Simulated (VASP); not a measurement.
## Ta2N: relaxation of cell and atoms with LDA

Ta2N:

```xyz
9
Lattice="5.2966 0.0000 0.0000 -2.6483 4.5870 0.0000 0.0000 0.0000 4.9392" Properties=species:S:1:pos:R:3 pbc="T T T"
Ta    1.7647    3.0566    3.7223
Ta   -0.8836    1.5304    3.7223
Ta    1.7671    0.0000    3.7223
Ta    0.8836    1.5304    1.2169
Ta   -1.7647    3.0566    1.2169
Ta    3.5294    0.0000    1.2169
N     2.6483    1.5290    2.4696
N     0.0000    3.0580    2.4696
N     0.0000    0.0000    0.0000
```

* Program: VASP 6.6.1
* Task: relaxation of cell and atoms
* Functional: LDA
* Potentials or basis: VASP PAW LDA potentials, release 64 (Ta_pv, N)
* Cutoff: 600 eV
* k mesh: 6 × 6 × 4
* Occupations: gaussian, width 0.1 eV
* Spin: no spin polarisation
* Dipole correction: no
* Further INCAR settings: ALGO = Normal; EDIFF = 1e-06; IBRION = 2; EDIFFG = -0.05; NSW = 100; ISIF = 3

```
Relaxed volume                        : 12.90 Å³/atom
Relaxed cell                          : a = 5.240 Å, b = 5.240 Å, c = 4.883 Å, α = 90.00°, β = 90.00°, γ = 120.00°
Space group after relaxing (to 0.1 Å) : P-31m (No. 162)
Energy gained by relaxing             : 13.5 meV/atom
Ionic steps                           : 6
Pressure after relaxing               : 0.2 GPa
Largest force after relaxing          : 0.013 eV/Å
Band gap on the k mesh                : zero (an odd number of electrons rules out a gap without spin polarisation)
```

Forces on the atoms (eV/Å):
```
Ta   0.006  0.011  0.003
Ta   0.006 -0.011  0.003
Ta  -0.013  0.000  0.003
Ta  -0.006 -0.011 -0.003
Ta  -0.006  0.011 -0.003
Ta   0.013  0.000 -0.003
N    0.000  0.000  0.000
N    0.000  0.000  0.000
N    0.000  0.000  0.000
```

The path:
```csv
step,energy change (eV),largest force (eV/Å),pressure (GPa),volume (Å³)
1,0.0000,0.1435,-9.71,120.00
2,0.8177,0.3247,33.49,106.50
3,-0.1207,0.0590,-0.33,116.28
4,-0.1208,0.0563,-0.04,116.16
5,-0.1208,0.0545,0.18,116.09
6,-0.1212,0.0133,0.18,116.10
```

Final structure:
```
Ta N
1.0
     5.23982    0.00000    0.00000
    -2.61991    4.53782    0.00000
     0.00000    0.00000    4.88281
Ta N
6 3
Direct
  0.66673 0.66673 0.75290
  0.00000 0.33327 0.75290
  0.33327 0.00000 0.75290
  0.33327 0.33327 0.24710
  0.00000 0.66673 0.24710
  0.66673 0.00000 0.24710
  0.66667 0.33333 0.50000
  0.33333 0.66667 0.50000
  0.00000 0.00000 0.00000
```

Levels at points of the mesh, in eV from the Fermi level:
| k point | band 39 | band 40 | band 41 | band 42 | band 43 | band 44 |
| --- | --- | --- | --- | --- | --- | --- |
| (0.00, 0.00, 0.00) | -0.45 | -0.45 | -0.32 | -0.11 | -0.11 | 0.73 |
| (0.50, 0.00, 0.00) | -1.33 | 0.44 | 0.63 | 1.00 | 1.05 | 1.91 |
| (0.00, 0.00, 0.50) | -1.37 | -1.37 | -0.94 | 0.68 | 0.68 | 0.88 |
| (0.50, 0.00, 0.50) | -1.21 | -0.72 | 0.01 | 0.18 | 0.24 | 0.73 |

It took 9.3 min on 1 thread of AMD EPYC 7R13 Processor (Zen 3), with other jobs on the host, peak memory 0.27 GiB.

Caveat: spin-orbit coupling is left out, which moves the levels of the heavy elements.
